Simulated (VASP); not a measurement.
Crystal: Tl2ZnO2.

```
CELL_PARAMETERS angstrom
3.59550 0.00000 0.00000
-1.79775 3.11379 0.00000
0.00000 0.00000 7.55596
ATOMIC_POSITIONS crystal
Zn 0.66667 0.33333 0.66049
Tl 0.00000 0.00000 0.00000
Tl 0.33333 0.66667 0.39200
O 0.66667 0.33333 0.19600
O 0.00000 0.00000 0.58800
```

* Program: VASP 6.6.1
* Task: relaxation of cell and atoms
* Functional: PBE
* Potentials or basis: VASP PAW PBE potentials, release 64 (Zn, Tl_d, O)
* Cutoff: 600 eV
* k mesh: 6 × 6 × 2
* Occupations: gaussian, width 0.1 eV
* Spin: no spin polarisation

At the start: pressure 5.3 GPa; volume 16.92 Å³/atom.

Q: Where does the relaxation end?

A: Over 15 steps the energy falls by 340.3 meV/atom and the volume is 19.41 Å³/atom (+14.7 %); space group P3m1 (No. 156, to 0.1 Å) before and after.

Step by step:
```csv
step,energy change (eV),largest force (eV/Å),pressure (GPa),volume (Å³)
1,0.0000,1.8511,5.25,84.59
2,-0.5078,1.5510,-0.96,91.52
3,-0.7234,1.2208,-5.34,100.09
4,-1.1532,0.9661,-3.97,98.24
5,-1.5874,0.4433,-0.04,94.88
6,-0.6358,2.8554,17.14,86.91
7,-1.6210,0.7592,2.20,93.67
8,-1.6861,0.3696,0.58,96.25
9,-1.6888,0.3436,0.20,96.90
10,-1.6972,0.1467,-0.11,97.29
11,-1.6989,0.0859,-0.30,97.55
12,-1.6999,0.0725,0.11,97.01
13,-1.6999,0.0718,0.14,96.98
14,-1.7007,0.0484,0.09,96.99
15,-1.7013,0.0049,0.00,97.03
```

Final structure:
```
Zn Tl O
1.0
     3.39840    0.00000    0.00000
    -1.69920    2.94310    0.00000
     0.00000    0.00000    9.70086
Zn Tl O
1 2 2
Direct
  0.66667 0.33333 0.65698
  0.00000 0.00000 0.01009
  0.33333 0.66667 0.33606
  0.66667 0.33333 0.17387
  0.00000 0.00000 0.65950
```

Caveat: a cell axis changed by over 15 % at a fixed basis, so the end point is rough.
